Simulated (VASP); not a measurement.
# SnSe (I4/mmm) in VASP: further runs

SnSe is run at these levels: LDA; tasks: electric field gradients.

Everything below comes from runs of VASP 6.6.1. Logs are shortened: lines on timing, memory, paths and dates and some standing lists are left out, and cuts for length are marked.

### 1 The cell of the first run

Symmetry: I4/mmm, No. 139, tetragonal system. The conventional cell has a = 4.129 Å, b = 4.129 Å, c = 6.020 Å, α = 90.00°, β = 90.00°, γ = 90.00°. Within 3.8 Å of Sn (site symmetry 4/mmm) lie 6 Se at 2.92 to 3.01 Å. Within 3.8 Å of Se (site symmetry 4/mmm) lie 6 Sn at 2.92 to 3.01 Å.

### 2 Electric field gradients, LDA (equal xx and yy strain of -3 %)

INCAR reads:

```
PREC = Accurate
ENCUT = 520
EDIFF = 1E-8
ISMEAR = -1
SIGMA = 0.02
LREAL = F
LASPH = T
NELM = 60
ALGO = Normal
ISIF = 2
LWAVE = F
LCHARG = F
LEFG = T
NBANDS = 17
```

KPOINTS reads:

```
regular mesh
0
Gamma
  9 9 9
```

POSCAR reads:

```
SnSe
1.0
    0.0000000000      2.9197000000      3.0100000000
    2.9197000000      0.0000000000      3.0100000000
    2.9197000000      2.9197000000      0.0000000000
Sn Se
1 1
Direct
    0.0000000000      0.0000000000      0.0000000000
    0.5000000000      0.5000000000      0.5000000000
```

Potentials or basis: VASP PAW LDA potentials, release 64 (Sn_d, Se).

Started as:

```console
> cat potpaw_LDA.64/Sn_d/POTCAR potpaw_LDA.64/Se/POTCAR > POTCAR
> mpirun -np 1 vasp_std > vasp.out
```

OUTCAR:

```text
PREC = Accurate
   ENCUT = 520
   EDIFF = 1E-8
   ISMEAR = -1
   LREAL = F
   LASPH = T
   NELM = 60
   ISIF = 2

 ion  position               nearest neighbor table
   1  0.000  0.000  0.000-   2 2.92   2 2.92   2 2.92   2 2.92   2 3.01   2 3.01
   2  0.500  0.500  0.500-   1 2.92   1 2.92   1 2.92   1 2.92   1 3.01   1 3.01

  LATTYP: Found a body centered tetragonal cell.
 ALAT       =     4.1290793381
 C/A-ratio  =     1.4579521262

  Lattice vectors:

 A1 = (  -2.9197000000,   0.0000000000,   3.0100000000)
 A2 = (   2.9197000000,   0.0000000000,   3.0100000000)
 A3 = (   0.0000000000,   2.9197000000,  -3.0100000000)

Analysis of symmetry for initial positions (statically):
=====================================================================
 Subroutine PRICEL returns:
 Original cell was already a primitive cell.

 Routine SETGRP: Setting up the symmetry group for a
 body centered tetragonal supercell.

 Subroutine GETGRP returns: Found 16 space group operations
 (whereof 16 operations were pure point group operations)
 out of a pool of 16 trial point group operations.

The static configuration has the point symmetry D_4h.

Analysis of symmetry for dynamics (positions and initial velocities):
=====================================================================
 Subroutine PRICEL returns:
 Original cell was already a primitive cell.

 Routine SETGRP: Setting up the symmetry group for a
 body centered tetragonal supercell.

 Subroutine GETGRP returns: Found 16 space group operations
 (whereof 16 operations were pure point group operations)
 out of a pool of 16 trial point group operations.

The dynamic configuration has the point symmetry D_4h.

 Subroutine INISYM returns: Found 16 space group operations
 (whereof 16 operations are pure point group operations),
 and found     1 'primitive' translations

----------------------------------------------------------------------------------------

                                     Primitive cell

  volume of cell :      51.3184

  direct lattice vectors                    reciprocal lattice vectors
     0.000000000  2.919700000  3.010000000    -0.171250471  0.171250471  0.166112957
     2.919700000  0.000000000  3.010000000     0.171250471 -0.171250471  0.166112957
     2.919700000  2.919700000  0.000000000     0.171250471  0.171250471 -0.166112957

  length of vectors
     4.193417233  4.193417233  4.129079338     0.293678331  0.293678331  0.293678331

  position of ions in fractional coordinates (direct lattice)
     0.000000000  0.000000000  0.000000000
     0.500000000  0.500000000  0.500000000

  ion indices of the primitive-cell ions
   primitive index   ion index
                 1           1
                 2           2

----------------------------------------------------------------------------------------

 KPOINTS: regular mesh

Automatic generation of k-mesh.
 Grid dimensions read from file:
 generate k-points for:    9    9    9

 Generating k-lattice:

  Cartesian coordinates                     Fractional coordinates (reciprocal lattice)
    -0.019027830  0.019027830  0.018456995     0.111111111  0.000000000  0.000000000
     0.019027830 -0.019027830  0.018456995     0.000000000  0.111111111  0.000000000
     0.019027830  0.019027830 -0.018456995     0.000000000  0.000000000  0.111111111

  Length of vectors
     0.032630926  0.032630926  0.032630926

  Shift w.r.t. Gamma in fractional coordinates (k-lattice)
     0.000000000  0.000000000  0.000000000

 Subroutine IBZKPT returns following result:
 ===========================================

 Found     75 irreducible k-points:

 Following reciprocal coordinates:
            Coordinates               Weight
  0.000000  0.000000  0.000000      1.000000
  0.111111  0.000000  0.000000      8.000000
  0.222222 -0.000000  0.000000      8.000000
  0.333333  0.000000  0.000000      8.000000
  0.444444 -0.000000  0.000000      8.000000
  0.111111  0.111111  0.000000      2.000000
[... 16 lines left out ...]
 -0.333333  0.333333  0.000000      4.000000
  0.444444  0.444444  0.000000      2.000000
 [... further k-points ...]
   k-points           NKPTS =     75   k-points in BZ     NKDIM =     75   number of bands    NBANDS=     17
   number of dos      NEDOS =    301   number of ions     NIONS =      2
   total plane-waves  NPLWV =  32768
   dimension x,y,z NGX =    32 NGY =   32 NGZ =   32
   dimension x,y,z NGXF=    64 NGYF=   64 NGZF=   64
   ions per type =               1   1
   NGX,Y,Z   is equivalent  to a cutoff of  12.69, 12.69, 12.88 a.u.
   NGXF,Y,Z  is equivalent  to a cutoff of  25.37, 25.37, 25.77 a.u.
 SYSTEM =  unknown system
   PREC   = accura    normal or accurate (medium, high low for compatibility)
   ISTART =      0    job   : 0-new  1-cont  2-samecut
   ICHARG =      2    charge: 1-file 2-atom 10-const
   ISPIN  =      1    spin polarized calculation?
   LNONCOLLINEAR =      F non collinear calculations
   LSORBIT =      F    spin-orbit coupling
   LASPH  =      T    aspherical Exc in radial PAW
   ENCUT  =  520.0 eV  38.22 Ry    6.18 a.u.   7.80  7.80  7.68*2*pi/ulx,y,z
   NELM   =     60;   NELMIN=  2; NELMDL= -5     # of ELM steps
   EDIFF  = 0.1E-07   stopping-criterion for ELM
   LREAL  =      F    real-space projection
   EDIFFG = 0.1E-06   stopping-criterion for IOM
   NSW    =      0    number of steps for IOM
   IBRION =     -1    ionic relax: 0-MD 1-quasi-New 2-CG
   NFREE  =      0    steps in history (QN), initial steepest desc. (CG)
   ISIF   =      2    stress and relaxation
   ISYM   =      2    0-nonsym 1-usesym 2-fastsym
   POTIM  = 0.5000    time-step for ionic-motion
   TEBEG  =    0.0;   TEEND  =   0.0 temperature during run
   PSTRESS=    0.0 pullay stress
   NELECT =      20.0000    total number of electrons
   NUPDOWN=      -1.0000    fix difference up-down
   EMIN   =  10.00;   EMAX   =-10.00  energy-range for DOS
   EFERMI =   0.00;   METHOD = LEGACY
   ISMEAR =    -1;   SIGMA  =   0.02  broadening in eV -4-tet -1-fermi 0-gaus
   EFERMI_NEDOS =   21; number of points for ismear=-14 and -15
   IALGO  =     38    algorithm
   IMIX   =      4    mixing-type and parameters
     AMIX     =   0.40;   BMIX     =  1.00
     AMIX_MAG =   1.60;   BMIX_MAG =  1.00
  volume/ion in A,a.u.               =      25.66       173.16
  Fermi-wavevector in a.u.,A,eV,Ry     =   1.195805  2.259745 19.455659  1.429951
  Thomas-Fermi vector in A             =   2.331762
   LORBIT       =      0    0 simple, 1 ext, 2 COOP (PROOUT), +10 PAW based schemes
   GGA     = CA    functional components
   LHFCALC =     F    Hartree Fock is set to
   AEXX    =    0.0000 exact exchange contribution
   IVDW    =     0    specifies the selected vdW correction
   LEPSILON=     F    determine dielectric tensor
   LRPA    =     F    only Hartree local field effects (RPA)
 non-spin polarized calculation
  energy-cutoff  :      520.00
  volume of cell :       51.32
 maximum number of plane-waves:      1395
   NGX = 15   NGY = 15   NGZ = 15

 number of electron      20.0000001 magnetization

 Free energy of the ion-electron system (eV)
  ---------------------------------------------------
  ext. energy  EPLUGINS =         0.00000000
  ---------------------------------------------------
  free energy    TOTEN  =        -9.48822170 eV

  energy without entropy =       -9.48821253  energy(sigma->0) =       -9.48821712

 E-fermi :   6.4099     XC(G=0): -10.1521

 val. band max:        6.2769817671   @ k =  -0.3333   0.1111   0.0000
 cond. band min:       6.5567970022   @ k =  -0.3333   0.0000   0.1111
 fundamental gap:      0.2798152351
 Fermi energy:         6.4098737523

 k-point     1 :       0.0000    0.0000    0.0000
  band No.  band energies     occupation
      1     -15.3679      2.00000
      2     -15.3591      2.00000
      3     -15.3591      2.00000
      4     -15.3567      2.00000
      5     -15.3531      2.00000
      6      -8.1689      2.00000
[... 9 lines left out ...]
     16      12.0069      0.00000
     17      14.0527      0.00000

 k-point     2 :       0.1111    0.0000    0.0000
  band No.  band energies     occupation
      1     -15.3684      2.00000
      2     -15.3589      2.00000
      3     -15.3585      2.00000
      4     -15.3565      2.00000
      5     -15.3516      2.00000
      6      -8.0714      2.00000
[... 9 lines left out ...]
     16      12.3096      0.00000
     17      14.8941      0.00000

 k-point     3 :       0.2222   -0.0000    0.0000
  band No.  band energies     occupation
      1     -15.3705      2.00000
      2     -15.3622      2.00000
      3     -15.3572      2.00000
      4     -15.3523      2.00000
      5     -15.3472      2.00000
      6      -7.7995      2.00000
[... 9 lines left out ...]
     16      13.0805      0.00000
     17      16.6953      0.00000

 k-point     4 :       0.3333    0.0000    0.0000
  band No.  band energies     occupation
      1     -15.3734      2.00000
      2     -15.3663      2.00000
      3     -15.3561      2.00000
      4     -15.3471      2.00000
      5     -15.3414      2.00000
      6      -7.4303      2.00000
[... 9 lines left out ...]
     16      14.3158      0.00000
     17      18.1717      0.00000

 k-point     5 :       0.4444   -0.0000    0.0000
  band No.  band energies     occupation
      1     -15.3754      2.00000
      2     -15.3690      2.00000
      3     -15.3554      2.00000
      4     -15.3437      2.00000
      5     -15.3374      2.00000
      6      -7.1354      2.00000
[... 9 lines left out ...]
     16      15.9439      0.00000
     17      16.8511      0.00000

 k-point     6 :       0.1111    0.1111    0.0000
  band No.  band energies     occupation
      1     -15.3711      2.00000
      2     -15.3566      2.00000
      3     -15.3566      2.00000
      4     -15.3557      2.00000
      5     -15.3540      2.00000
      6      -8.0459      2.00000
[... 9 lines left out ...]
     16      12.8721      0.00000
     17      14.8001      0.00000
[... 281 lines left out ...]
 k-point    21 :       0.4444    0.3333    0.0000
  band No.  band energies     occupation
      1     -15.3973      2.00000
      2     -15.3583      2.00000
      3     -15.3511      2.00000
      4     -15.3410      2.00000
      5     -15.3399      2.00000
      6      -7.0132      2.00000
[... 9 lines left out ...]
     16      17.6683      0.00000
     17      18.0459      0.00000

 k-point    22 :      -0.4444    0.3333    0.0000
  band No.  band energies     occupation
      1     -15.3948      2.00000
      2     -15.3547      2.00000
      3     -15.3535      2.00000
      4     -15.3428      2.00000
      5     -15.3398      2.00000
      6      -6.8472      2.00000
[... 9 lines left out ...]
     16      16.7554      0.00000
     17      18.6809      0.00000

 k-point    23 :      -0.3333    0.3333    0.0000
  band No.  band energies     occupation
      1     -15.3879      2.00000
      2     -15.3595      2.00000
      3     -15.3474      2.00000
      4     -15.3464      2.00000
      5     -15.3423      2.00000
      6      -6.8455      2.00000
[... 9 lines left out ...]
     16      15.3874      0.00000
     17      17.5270      0.00000

 k-point    24 :       0.4444    0.4444    0.0000
  band No.  band energies     occupation
      1     -15.4036      2.00000
      2     -15.3609      2.00000
      3     -15.3482      2.00000
      4     -15.3379      2.00000
      5     -15.3379      2.00000
      6      -6.8938      2.00000
[... 9 lines left out ...]
     16      18.3635      0.00000
     17      18.9865      0.00000

 [... further k-points ...]

------------------------ aborting loop because EDIFF is reached ----------------------------------------

  FORCE on cell =-STRESS in cart. coord.  units (eV):
  Direction    XX          YY          ZZ          XY          YZ          ZX
  --------------------------------------------------------------------------------------
  -------------------------------------------------------------------------------------
  Total        0.5044584      0.5044584     -0.8403700      0.0000000      0.0000000      0.0000000
  in kB       15.7493617     15.7493617    -26.2366382      0.0000000      0.0000000      0.0000000
  external PRESSURE =       1.7540284 kB  Pullay stress =       0.0000000 kB

 VOLUME and BASIS-vectors are now :
 -----------------------------------------------------------------------------
  energy-cutoff  :      520.00
  volume of cell :       51.32
      direct lattice vectors                 reciprocal lattice vectors
     0.000000000  2.919700000  3.010000000    -0.171250471  0.171250471  0.166112957
     2.919700000  0.000000000  3.010000000     0.171250471 -0.171250471  0.166112957
     2.919700000  2.919700000  0.000000000     0.171250471  0.171250471 -0.166112957

 POSITION                                       TOTAL-FORCE (eV/Angst)
 -----------------------------------------------------------------------------------
      0.00000      0.00000      0.00000         0.000000     -0.000000      0.000000
      2.91970      2.91970      3.01000        -0.000000      0.000000     -0.000000
 -----------------------------------------------------------------------------------
    total drift:                                0.000000     -0.000000     -0.000000

  FREE ENERGIE OF THE ION-ELECTRON SYSTEM (eV)
  ---------------------------------------------------
  free  energy   TOTEN  =        -9.4882217006 eV

  energy  without entropy=       -9.4882125343  energy(sigma->0) =       -9.48821712

 Electric field gradients (V/A^2)
---------------------------------------------------------------------
 ion       V_xx      V_yy      V_zz      V_xy      V_xz      V_yz
---------------------------------------------------------------------
   1     -22.144   -22.144    44.289     0.003     0.002     0.002
   2      -3.329    -3.329     6.658     0.001     0.000     0.000
---------------------------------------------------------------------

 Electric field gradients after diagonalization (V/A^2)
 (convention: |V_zz| > |V_xx| > |V_yy|)
----------------------------------------------------------------------
 ion       V_xx      V_yy      V_zz     asymmetry (V_yy - V_xx)/ V_zz
----------------------------------------------------------------------
   1     -22.147   -22.141    44.289       0.000
   2      -3.330    -3.328     6.658       0.000
----------------------------------------------------------------------

           NMR quadrupolar parameters

 Cq : quadrupolar parameter    Cq=e*Q*V_zz/h
 eta: asymmetry parameters     (V_yy - V_xx)/ V_zz
 Q  : nuclear electric quadrupole moment in mb (millibarn)
----------------------------------------------------------------------
 ion       Cq(MHz)       eta       Q (mb)
----------------------------------------------------------------------
   1       0.107       0.000       1.000
   2       0.016       0.000       1.000
----------------------------------------------------------------------
```

It took 18 s on 1 thread of Intel Xeon 6975P-C (Granite Rapids), shared host; peak memory 0.19 GiB.

Results:

```
Free energy            : -9.4882 eV
Pressure               : 0.2 GPa
Band gap on the k mesh : 0.28 eV, indirect (least direct gap 0.36 eV)
```

Electric field gradients, principal values (V/Å²):
```
atom    least   middle  greatest (by size)
1 Sn  -22.141  -22.147              44.289
2 Se   -3.328   -3.330               6.658
```

Caveat: the cell differs from its parent crystal (equal xx and yy strain of -3 %); without QUAD_EFG the Cq values of the log hold for a quadrupole moment of 1 mb, not for the nuclei; spin-orbit coupling is left out, which moves the levels of the heavy elements.

(Part 1 of 2 ends here.)
